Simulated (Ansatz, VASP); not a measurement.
# Si2W in VASP and in Ansatz

```xyz
9
Lattice="4.7445 0.0000 0.0000 -2.3722 4.1088 0.0000 0.0000 0.0000 6.2874" Properties=species:S:1:pos:R:3 pbc="T T T"
Si    2.3722    2.8668    3.1437
Si   -1.2966    3.4878    5.2395
Si    1.2966    3.4878    1.0479
Si    0.0000    1.2421    3.1437
Si    3.6688    0.6210    5.2395
Si    1.0757    0.6210    1.0479
W    -1.1861    2.0544    1.0479
W     1.1861    2.0544    5.2395
W     2.3722    0.0000    3.1437
```

Alike in both runs: task single point; functional PBE; k mesh 9 × 9 × 6; occupations gaussian, width 0.03 eV; no spin polarisation.

|  | VASP | Ansatz |
| --- | --- | --- |
| version | VASP 6.6.1 | Ansatz 0.2.0 |
| potentials or method | VASP PAW PBE potentials, release 64 (Si, W_sv), cutoff 520 eV | scalar-relativistic, plane waves, PAW |
| valence electrons in the cell | 66 | 66 |

|  | VASP | Ansatz | Ansatz less VASP |
| --- | --- | --- | --- |
| gap on the k mesh at the Fermi level (eV) | none | none | - |
| pressure (GPa) | 3.5 | 3.4 | -0.01 |
| traceless stress, the component that is largest in VASP (GPa) | 13.09 | 13.11 | +0.024 |
| rms of the force components (eV/Å) | 0.714 | 0.718 | +0.0041 |

Atom by atom the forces differ by 0.004 eV/Å (rms over components). A gap of «none» marks a metal or a gap that the smearing closes. The functional is the same, so the differences come from potentials, cutoffs and numerics.

Neither program's run includes spin-orbit coupling.
